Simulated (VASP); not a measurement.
# RuPt7Se16 (P-3m1) in VASP: single point with PBEsol+U

Aim: the single point of RuPt7Se16 with PBEsol+U.

All numbers are computed with VASP 6.6.1; they aren't measurements. Logs are shortened: lines on timing, memory, paths and dates and some standing lists are left out, and cuts for length are marked.

## Step 1: The cell of the first run

It takes space group P-3m1 (No. 164, trigonal). Conventional cell: a = 7.448 Å, b = 7.448 Å, c = 10.124 Å, α = 90.00°, β = 90.00°, γ = 120.00°. Ru (site symmetry -3m) has 6 Se at 2.47 Å within 3.3 Å. Pt (site symmetry -3m) has 6 Se at 2.51 Å within 3.3 Å. Pt (site symmetry 2/m) has 6 Se at 2.50 to 2.52 Å within 3.3 Å. Within 3.3 Å of Pt (site symmetry 2/m) lie 6 Se at 2.51 Å. Within 3.4 Å of Se (site symmetry m) lie 1 Ru at 2.47 Å and 2 Pt at 2.52 Å and 6 Se at 3.27 to 3.36 Å. Se (site symmetry m) has 3 Pt at 2.51 Å and 6 Se at 3.27 to 3.38 Å within 3.4 Å. Within 3.4 Å of Se (site symmetry 3m) lie 3 Pt at 2.50 Å and 6 Se at 3.29 to 3.36 Å. Within 3.4 Å of Se (site symmetry 3m) lie 3 Pt at 2.51 Å and 6 Se at 3.30 to 3.38 Å.

## Step 2: Single point, PBEsol+U, collinear spin, zero start

File INCAR:

```
SYSTEM = RuPt7Se16
  ALGO = Normal
  EDIFF = 1E-6
  ENCUT = 520
  GGA = PS
  ISIF = 2
  ISMEAR = 0
  ISPIN = 2
  KPAR = 4
  LASPH = .TRUE.
  LCHARG = .FALSE.
  LDAU = .TRUE.
  LDAUJ = 0 0 0
  LDAUL = 2 -1 -1
  LDAUPRINT = 1
  LDAUTYPE = 2
  LDAUU = 2 0 0
  LMAXMIX = 4
  LORBIT = 11
  LREAL = Auto
  LWAVE = .FALSE.
  MAGMOM = 0 0 0 0 0 0 0 0 0 0 0 0 0 0 0 0 0 0 0 0 0 0 0 0
  NBANDS = 112
  NELM = 150
  PREC = Accurate
  SIGMA = 0.05
```

File KPOINTS:

```
k-points
0
G
  3 3 2
  0 0 0
```

File POSCAR:

```
RuPt7Se16
1.0
    7.4480000000      0.0000000000      0.0000000000
   -3.7240000000      6.4501572000      0.0000000000
    0.0000000000      0.0000000000     10.1240000000
Ru Pt Se
1 7 16
Direct
    1.0000000000      1.0000000000      0.0000000000
    1.0000000000      1.0000000000      0.5000000000
    0.0000000000      0.5000000000      0.0000000000
    0.0000000000      0.5000000000      0.5000000000
    0.5000000000      1.0000000000      0.0000000000
    0.5000000000      1.0000000000      0.5000000000
    0.5000000000      0.5000000000      0.0000000000
    0.5000000000      0.5000000000      0.5000000000
    0.1637911303      0.3275822607      0.1272082311
    0.1665432399      0.3330864798      0.6284345510
    0.1637911303      0.8362088697      0.1272082311
    0.1665432399      0.8334567601      0.6284345510
    0.6666666667      0.3333333333      0.1250914883
    0.6666666667      0.3333333333      0.6286561822
    0.6724177393      0.8362088697      0.1272082311
    0.6669135202      0.8334567601      0.6284345510
    0.3330864798      0.1665432399      0.3715654490
    0.3275822607      0.1637911303      0.8727917689
    0.3333333333      0.6666666667      0.3713438178
    0.3333333333      0.6666666667      0.8749085117
    0.8334567601      0.1665432399      0.3715654490
    0.8362088697      0.1637911303      0.8727917689
    0.8334567601      0.6669135202      0.3715654490
    0.8362088697      0.6724177393      0.8727917689
```

Potentials or basis: VASP PAW PBE potentials, release 64 (Ru_pv, Pt, Se).

On the command line:

```sh
$ cat potpaw_PBE.64/Ru_pv/POTCAR potpaw_PBE.64/Pt/POTCAR potpaw_PBE.64/Se/POTCAR > POTCAR
$ mpirun -np 4 vasp_std > vasp.out
```

OUTCAR:

```text
SYSTEM = RuPt7Se16
   EDIFF = 1E-6
   ENCUT = 520
   GGA = PS
   ISIF = 2
   ISMEAR = 0
   ISPIN = 2
   LASPH = .TRUE.
   LORBIT = 11
   LREAL = Auto
   NELM = 150
   PREC = Accurate

 ion  position               nearest neighbor table
   1  0.000  0.000  0.000-   9 2.47  24 2.47  22 2.47  11 2.47  15 2.47  18 2.47
   2  0.000  0.000  0.500-  10 2.51  23 2.51  16 2.51  17 2.51  21 2.51  12 2.51
   3  0.000  0.500  0.000-  13 2.50  20 2.50  11 2.52  22 2.52   9 2.52  24 2.52
   4  0.000  0.500  0.500-  12 2.51  21 2.51  10 2.51  23 2.51  14 2.51  19 2.51
   5  0.500  0.000  0.000-  13 2.50  20 2.50  18 2.52  15 2.52  11 2.52  22 2.52
   6  0.500  0.000  0.500-  12 2.51  16 2.51  17 2.51  21 2.51  19 2.51  14 2.51
   7  0.500  0.500  0.000-  13 2.50  20 2.50  18 2.52  15 2.52   9 2.52  24 2.52
   8  0.500  0.500  0.500-  16 2.51  17 2.51  10 2.51  23 2.51  19 2.51  14 2.51
   9  0.164  0.328  0.127-   1 2.47   3 2.52   7 2.52
  10  0.167  0.333  0.628-   2 2.51   4 2.51   8 2.51
  11  0.164  0.836  0.127-   1 2.47   3 2.52   5 2.52
  12  0.167  0.833  0.628-   2 2.51   4 2.51   6 2.51
  13  0.667  0.333  0.125-   5 2.50   3 2.50   7 2.50
  14  0.667  0.333  0.629-   6 2.51   4 2.51   8 2.51
[... 8 lines left out ...]
  23  0.833  0.667  0.372-   2 2.51   4 2.51   8 2.51
  24  0.836  0.672  0.873-   1 2.47   3 2.52   7 2.52

  LATTYP: Found a hexagonal cell.
 ALAT       =     7.4480000000
 C/A-ratio  =     1.3592910849

  Lattice vectors:

 A1 = (   7.4480000000,   0.0000000000,   0.0000000000)
 A2 = (  -3.7240000000,   6.4501572000,   0.0000000000)
 A3 = (   0.0000000000,   0.0000000000,  10.1240000000)

Analysis of symmetry for initial positions (statically):
=====================================================================
 Subroutine PRICEL returns:
 Original cell was already a primitive cell.

 Routine SETGRP: Setting up the symmetry group for a
 hexagonal supercell.

 Subroutine GETGRP returns: Found 12 space group operations
 (whereof 12 operations were pure point group operations)
 out of a pool of 24 trial point group operations.

The static configuration has the point symmetry D_3d.

Analysis of symmetry for dynamics (positions and initial velocities):
=====================================================================
 Subroutine PRICEL returns:
 Original cell was already a primitive cell.

 Routine SETGRP: Setting up the symmetry group for a
 hexagonal supercell.

 Subroutine GETGRP returns: Found 12 space group operations
 (whereof 12 operations were pure point group operations)
 out of a pool of 24 trial point group operations.

The dynamic configuration has the point symmetry D_3d.

Analysis of structural, dynamic, and magnetic symmetry:
=====================================================================
 Subroutine PRICEL returns:
 Original cell was already a primitive cell.

 Routine SETGRP: Setting up the symmetry group for a
 hexagonal supercell.

 Subroutine GETGRP returns: Found 12 space group operations
 (whereof 12 operations were pure point group operations)
 out of a pool of 24 trial point group operations.

The overall configuration has the point symmetry D_3d.

 Subroutine INISYM returns: Found 12 space group operations
 (whereof 12 operations are pure point group operations),
 and found     1 'primitive' translations

----------------------------------------------------------------------------------------

                                     Primitive cell

  volume of cell :     486.3648

  direct lattice vectors                    reciprocal lattice vectors
     7.448000000  0.000000000  0.000000000     0.134264232  0.077517491  0.000000000
[... 139 lines left out ...]
   J (eV)           for each species LDAUJ =   0.0  0.0  0.0
   GGA     = PS    functional components
   LHFCALC =     F    Hartree Fock is set to
   AEXX    =    0.0000 exact exchange contribution
   IVDW    =     0    specifies the selected vdW correction
   LEPSILON=     F    determine dielectric tensor
   LRPA    =     F    only Hartree local field effects (RPA)
 spin polarized calculation
 Gauss-broadening in eV      SIGMA  =   0.05
  energy-cutoff  :      520.00
  volume of cell :      486.36
 maximum number of plane-waves:     13135
 NGX is ok and might be reduce to    56
   NGX = 27   NGY = 27   NGZ = 37

 number of electron     179.9999998 magnetization       0.0000084

atom =   1  type =  1  l = 2

 onsite density matrix

spin component  1

  0.6449  0.0000 -0.0000  0.1447  0.0000
  0.0000  0.5496 -0.0000  0.0000  0.1447
 -0.0000 -0.0000  0.7046 -0.0000 -0.0000
  0.1447  0.0000 -0.0000  0.5496  0.0000
  0.0000  0.1447 -0.0000  0.0000  0.6449

spin component  2

  0.6449  0.0000 -0.0000  0.1447  0.0000
  0.0000  0.5496 -0.0000  0.0000  0.1447
 -0.0000 -0.0000  0.7046 -0.0000 -0.0000
  0.1447  0.0000 -0.0000  0.5496  0.0000
  0.0000  0.1447 -0.0000  0.0000  0.6449

 occupancies and eigenvectors

  o =  0.4449  v =  0.0000  0.0000  0.0000  0.0000  0.0000  0.0000 -0.8102  0.0000 -0.0000  0.5862      0.0000  0.0000  0.0000  0.0000  0.0000  0.0000  0.0000  0.0000  0.0000  0.0000
  o =  0.4449  v =  0.0000  0.0000  0.0000  0.0000  0.0000 -0.5862  0.0000 -0.0000  0.8102  0.0000      0.0000  0.0000  0.0000  0.0000  0.0000  0.0000  0.0000  0.0000  0.0000  0.0000
  o =  0.4449  v =  0.0000 -0.8102  0.0000 -0.0000  0.5862  0.0000  0.0000  0.0000  0.0000  0.0000      0.0000  0.0000  0.0000  0.0000  0.0000  0.0000  0.0000  0.0000  0.0000  0.0000
  o =  0.4449  v = -0.5862  0.0000 -0.0000  0.8102  0.0000  0.0000  0.0000  0.0000  0.0000  0.0000      0.0000  0.0000  0.0000  0.0000  0.0000  0.0000  0.0000  0.0000  0.0000  0.0000
  o =  0.7046  v =  0.0000 -0.0000 -1.0000 -0.0000 -0.0000  0.0000  0.0000  0.0000  0.0000  0.0000      0.0000  0.0000  0.0000  0.0000  0.0000  0.0000  0.0000  0.0000  0.0000  0.0000
  o =  0.7046  v =  0.0000  0.0000  0.0000  0.0000  0.0000  0.0000 -0.0000 -1.0000 -0.0000 -0.0000      0.0000  0.0000  0.0000  0.0000  0.0000  0.0000  0.0000  0.0000  0.0000  0.0000
  o =  0.7496  v =  0.0000  0.0000  0.0000  0.0000  0.0000  0.0000  0.5862 -0.0000 -0.0000  0.8102      0.0000  0.0000  0.0000  0.0000  0.0000  0.0000  0.0000  0.0000  0.0000  0.0000
  o =  0.7496  v =  0.0000  0.0000  0.0000  0.0000  0.0000 -0.8102  0.0000  0.0000 -0.5862 -0.0000      0.0000  0.0000  0.0000  0.0000  0.0000  0.0000  0.0000  0.0000  0.0000  0.0000
  o =  0.7496  v =  0.0000  0.5862 -0.0000 -0.0000  0.8102  0.0000  0.0000  0.0000  0.0000  0.0000      0.0000  0.0000  0.0000  0.0000  0.0000  0.0000  0.0000  0.0000  0.0000  0.0000
  o =  0.7496  v = -0.8102  0.0000  0.0000 -0.5862 -0.0000  0.0000  0.0000  0.0000  0.0000  0.0000      0.0000  0.0000  0.0000  0.0000  0.0000  0.0000  0.0000  0.0000  0.0000  0.0000

 number of electron     179.9999998 magnetization      -0.0000006

 Free energy of the ion-electron system (eV)
  ---------------------------------------------------
  ext. energy  EPLUGINS =         0.00000000
  ---------------------------------------------------
  free energy    TOTEN  =      -127.69770445 eV

  energy without entropy =     -127.69456662  energy(sigma->0) =     -127.69613553

 E-fermi :   5.9590     XC(G=0): -10.8282

 val. band max:        5.9590015666   @ k =   0.3333   0.3333   0.0000
 cond. band min:       6.1030754000   @ k =   0.3333   0.3333   0.0000
 fundamental gap:      0.1440738335
 Fermi energy:         5.9590020246

 spin component 1

 k-point     1 :       0.0000    0.0000    0.0000
  band No.  band energies     occupation
      1     -35.8328      1.00000
      2     -35.8160      1.00000
      3     -35.8160      1.00000
      4      -9.3020      1.00000
      5      -8.5963      1.00000
      6      -7.7579      1.00000
[... 619 lines left out ...]
    101       7.5963      0.00000
    102       7.9199      0.00000
 Fermi energy:         5.9590020246

 spin component 2

 k-point     1 :       0.0000    0.0000    0.0000
  band No.  band energies     occupation
      1     -35.8328      1.00000
      2     -35.8160      1.00000
      3     -35.8160      1.00000
      4      -9.3020      1.00000
      5      -8.5963      1.00000
      6      -7.7579      1.00000
[... 619 lines left out ...]
    101       7.5963      0.00000
    102       7.9199      0.00000
 [bands above 102 left out]

------------------------ aborting loop because EDIFF is reached ----------------------------------------

  FORCE on cell =-STRESS in cart. coord.  units (eV):
  Direction    XX          YY          ZZ          XY          YZ          ZX
  --------------------------------------------------------------------------------------
  -------------------------------------------------------------------------------------
  Total       -1.0540651     -1.0540651     -5.5028580      0.0000000     -0.0000000      0.0000000
  in kB       -3.4722893     -3.4722893    -18.1274529      0.0000000     -0.0000000      0.0000000
  external PRESSURE =      -8.3573438 kB  Pullay stress =       0.0000000 kB

 VOLUME and BASIS-vectors are now :
 -----------------------------------------------------------------------------
  energy-cutoff  :      520.00
  volume of cell :      486.36
      direct lattice vectors                 reciprocal lattice vectors
     7.448000000  0.000000000  0.000000000     0.134264232  0.077517491  0.000000000
    -3.724000000  6.450157200  0.000000000     0.000000000  0.155034981  0.000000000
     0.000000000  0.000000000 10.124000000     0.000000000  0.000000000  0.098775188

 POSITION                                       TOTAL-FORCE (eV/Angst)
 -----------------------------------------------------------------------------------
      0.00000      0.00000      0.00000        -0.000000      0.000000     -0.000000
      0.00000      0.00000      5.06200        -0.000000      0.000000     -0.000000
     -1.86200      3.22508      0.00000        -0.000000      0.000000     -0.000000
     -1.86200      3.22508      5.06200        -0.000000      0.000000     -0.000000
      3.72400      0.00000      0.00000        -0.000000      0.000000     -0.000000
      3.72400      0.00000      5.06200        -0.000000      0.000000     -0.000000
[... 16 lines left out ...]
      3.72400      4.30170      3.76173        -0.000000     -0.001513     -0.003468
      3.72400      4.33720      8.83614        -0.000000      0.013720     -0.022969
 -----------------------------------------------------------------------------------
    total drift:                               -0.000000      0.000000      0.000000

  FREE ENERGIE OF THE ION-ELECTRON SYSTEM (eV)
  ---------------------------------------------------
  free  energy   TOTEN  =      -127.6977044455 eV

  energy  without entropy=     -127.6945666198  energy(sigma->0) =     -127.69613553

 total charge

# of ion       s       p       d       tot
------------------------------------------
    1        0.325   6.266   6.132  12.723
    2        0.678   0.694   8.024   9.396
    3        0.682   0.674   8.030   9.387
    4        0.677   0.691   8.029   9.397
    5        0.682   0.674   8.030   9.387
    6        0.677   0.691   8.029   9.397
[... 16 lines left out ...]
   23        1.487   2.205   0.069   3.761
   24        1.481   2.229   0.067   3.776
--------------------------------------------------
tot         28.837  46.497  63.428 138.762

 magnetization (x)

# of ion       s       p       d       tot
------------------------------------------
    1        0.000  -0.000   0.000   0.000
    2       -0.000  -0.000  -0.000  -0.000
    3       -0.000   0.000   0.000   0.000
    4       -0.000  -0.000  -0.000  -0.000
    5       -0.000   0.000   0.000   0.000
    6       -0.000  -0.000  -0.000  -0.000
[... 16 lines left out ...]
   23       -0.000   0.000  -0.000  -0.000
   24       -0.000  -0.000  -0.000  -0.000
--------------------------------------------------
tot         -0.000  -0.000   0.000  -0.000
```

Wall time 8.6 min (4 MPI ranks of Intel Xeon Platinum 8259CL at 2.50GHz (Skylake/Cascade Lake), shared host); peak memory 1 GiB.

What came out:

```yaml
Free_energy: -127.6977 eV
Pressure: -0.8 GPa
Largest_force: 0.032 eV/Å
Band_gap_on_the_k_mesh: zero (filled and empty bands overlap)
Net_moment: 0.00 μB per cell
Valence_electrons_inside_the_program's_atomic_spheres: Ru 12.72; Pt 9.40, 9.39 (each value once); Se 3.78, 3.76, 3.77 (each value once)
```

Forces in eV/Å, atoms in the order of the input:
```
Ru   0.000  0.000  0.000
Pt   0.000  0.000  0.000
Pt   0.000  0.000  0.000
Pt   0.000  0.000  0.000
Pt   0.000  0.000  0.000
Pt   0.000  0.000  0.000
Pt   0.000  0.000  0.000
Pt   0.000  0.000  0.000
Se   0.000 -0.014  0.023
Se   0.000  0.002  0.003
Se  -0.012  0.007  0.023
Se   0.001 -0.001  0.003
Se   0.000  0.000  0.032
Se   0.000  0.000 -0.002
Se   0.012  0.007  0.023
Se  -0.001 -0.001  0.003
Se   0.001  0.001 -0.003
Se  -0.012 -0.007 -0.023
Se   0.000  0.000  0.002
Se   0.000  0.000 -0.032
Se  -0.001  0.001 -0.003
Se   0.012 -0.007 -0.023
Se   0.000 -0.002 -0.003
Se   0.000  0.014 -0.023
```

Eigenvalues of the final occupation matrices:
```
    site  spin  trace               eigenvalues
site 1 d     1   3.09  0.44 0.44 0.70 0.75 0.75
site 1 d     2   3.09  0.44 0.44 0.70 0.75 0.75
```

Caveat: the PAW data sets were made with another functional, which shifts forces and pressure a little; spin-orbit coupling is left out, which moves the levels of the heavy elements.

The gap in the log of VASP goes by the Fermi energy; the results here count the filled bands.